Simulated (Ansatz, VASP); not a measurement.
Be in VASP and in Ansatz

```xyz
2
Lattice="2.2648 0.0000 0.0000 -1.1324 1.9614 0.0000 0.0000 0.0000 3.5741" Properties=species:S:1:pos:R:3 pbc="T T T"
Be    0.0000    1.3076    2.6806
Be    1.1324    0.6538    0.8935
```

Alike in both runs: task relaxation of cell and atoms; functional PBEsol; k mesh 27 × 27 × 16; occupations gaussian, width 0.1 eV; no spin polarisation.

|  | VASP | Ansatz |
| --- | --- | --- |
| version | VASP 6.6.1 | Ansatz 0.2.0 |
| potentials or method | VASP PAW PBE potentials, release 64 (Be), cutoff 600 eV | scalar-relativistic, plane waves, PAW |
| valence electrons in the cell | 4 | 4 |

|  | VASP | Ansatz | Ansatz less VASP |
| --- | --- | --- | --- |
| gap on the k mesh at the Fermi level, each at its own relaxed structure (eV) | none | none | - |
| relaxed volume (Å³/atom) | 7.87 | 7.84 | -0.031 |
| relaxed cell length with the largest relative difference (Å) | 3.557 | 3.552 | -0.0049 |

VASP's potentials were made for PBE, not for PBEsol. A gap of «none» marks a metal or a gap that the smearing closes.
